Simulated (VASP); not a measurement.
Wanted: the native input for a VASP 6.6.1 run.

```yaml
Task: relaxation of cell and atoms
Functional: PBEsol
Potentials_or_basis: VASP PAW PBE potentials, release 64 (Co)
Cutoff: 600 eV
k_mesh: 15 × 15 × 8
Occupations: fermi-dirac, width 0.05 eV
Spin: collinear spin, ferromagnetic start
Starting_moments: "[1.5, 1.5] μB"
Dipole_correction: no
Further_INCAR_settings: ALGO = Normal; EDIFF = 1e-07; IBRION = 2; EDIFFG = -0.01; NSW = 80; ISIF = 3
```

The structure of Co lies in POSCAR:

```
Co
1.0
    2.5074000000      0.0000000000      0.0000000000
   -1.2537000000      2.1714720974      0.0000000000
    0.0000000000      0.0000000000      4.0699000000
Co
2
Direct
    0.3333333333      0.6666666667      0.2500000000
    0.6666666667      0.3333333333      0.7500000000
```

The input as run:

INCAR

```
  ALGO = Normal
  EDIFF = 1E-7
  EDIFFG = -0.01
  ENCUT = 600
  GGA = PS
  GGA_COMPAT = F
  IBRION = 2
  ISIF = 3
  ISMEAR = -1
  ISPIN = 2
  LASPH = T
  LCHARG = F
  LMAXMIX = 4
  LORBIT = 11
  LREAL = F
  LWAVE = F
  MAGMOM = 1.5 1.5
  NELM = 200
  NELMIN = 4
  NSW = 80
  PREC = Accurate
  SIGMA = 0.05
```

KPOINTS

```
k-points
0
Gamma
  15 15 8
```

Potentials or basis: VASP PAW PBE potentials, release 64 (Co).

Command:

```bash
$ cat potpaw_PBE.64/Co/POTCAR > POTCAR
$ mpirun -np 1 vasp_std > vasp.out
```

Results of the run:

- Relaxed volume: 10.34 Å³/atom
- Relaxed cell: a = 2.455 Å, b = 2.455 Å, c = 3.961 Å, α = 90.00°, β = 90.00°, γ = 120.00°
- Space group after relaxing (to 0.1 Å): P6_3/mmc (No. 194)
- Energy gained by relaxing: 35.0 meV/atom
- Ionic steps: 5
- Pressure after relaxing: 0.1 GPa
- Net moment: 3.16 μB per cell
- Site moments: Co +1.59 μB
- Valence electrons inside the program's atomic spheres: Co 8.37

Caveat: the PAW data sets were made with another functional, which shifts forces and pressure a little.

Run time: 7.6 min on 1 thread of Oxide Virtual Turin-like Processor, with other jobs on the host, peak memory 0.19 GiB.
